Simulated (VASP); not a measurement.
Set up this calculation in VASP 6.6.1, as the native input.

```
Task                   : single point
Functional             : PBEsol
Potentials or basis    : VASP PAW PBE potentials, release 64 (Li_sv)
Cutoff                 : 520 eV
k mesh                 : 8 × 8 × 12
Occupations            : fermi-dirac, width 0.1 eV
Spin                   : no spin polarisation
Dipole correction      : no
Further INCAR settings : ALGO = Normal; EDIFF = 1e-06; NBANDS = 12
```

The structure of Li lies in POSCAR:

```
Li
1.0
    4.8621080079      0.0000000000      0.0000000000
   -2.4310540039      4.2107090508      0.0000000000
    0.0000000000      0.0000000000      2.8454637851
Li
3
Direct
    0.0000000000      1.0000000000      0.0000000000
    0.3333333333      0.6666666667      0.5000000000
    0.6666666667      0.3333333333      0.5000000000
```

This isn't the form of Li at room conditions, which is bcc.

One way to write it, as run:

INCAR

```
SYSTEM = Li
  ALGO = Normal
  EDIFF = 1E-6
  ENCUT = 520
  GGA = PS
  ISIF = 2
  ISMEAR = -1
  LASPH = .TRUE.
  LCHARG = .FALSE.
  LREAL = .FALSE.
  LWAVE = .FALSE.
  NBANDS = 12
  NELM = 100
  PREC = Accurate
  SIGMA = 0.1
```

KPOINTS

```
k-points
0
G
  8 8 12
  0 0 0
```

Potentials or basis: VASP PAW PBE potentials, release 64 (Li_sv).

The run is started by

```sh
$ cat potpaw_PBE.64/Li_sv/POTCAR > POTCAR
$ mpirun -np 1 vasp_std > vasp.out
```

It gave:

```json
{"Band gap on the k mesh": "zero (an odd number of electrons rules out a gap without spin polarisation)"}
```

Wall time 16 s on 1 thread of Intel(R) Xeon(R) Platinum 8488C (Sapphire Rapids), with other jobs on the host, peak memory 0.18 GiB.
